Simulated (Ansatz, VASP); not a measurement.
**Two plane-wave programs on Bi**

```
CELL_PARAMETERS angstrom
0.00000 2.47198 2.47198
2.47198 0.00000 2.47198
2.47198 2.47198 0.00000
ATOMIC_POSITIONS crystal
Bi 0.00000 0.00000 0.00000
```

Alike in both runs: functional PBEsol; k mesh 10 × 10 × 10; occupations gaussian, width 0.1 eV; no spin polarisation.

Ansatz relaxed the structure, and its values are those at the end. VASP's run is a single point on that final structure, the one shown.

```csv
,VASP,Ansatz
version,VASP 6.6.1,Ansatz 0.2.0
potentials or method,"VASP PAW PBE potentials, release 64 (Bi_d), cutoff 520 eV","scalar-relativistic, plane waves, PAW"
valence electrons in the cell,15,15
```

```csv
,VASP,Ansatz,Ansatz less VASP
gap on the k mesh at the Fermi level (eV),none,none,-
pressure (GPa),0.0,0.1,+0.07
```

VASP's potentials were made for PBE, not for PBEsol. A gap of «none» marks a metal or a gap that the smearing closes. The functional is the same, so the differences come from potentials, cutoffs and numerics.

Spin-orbit coupling is off throughout.
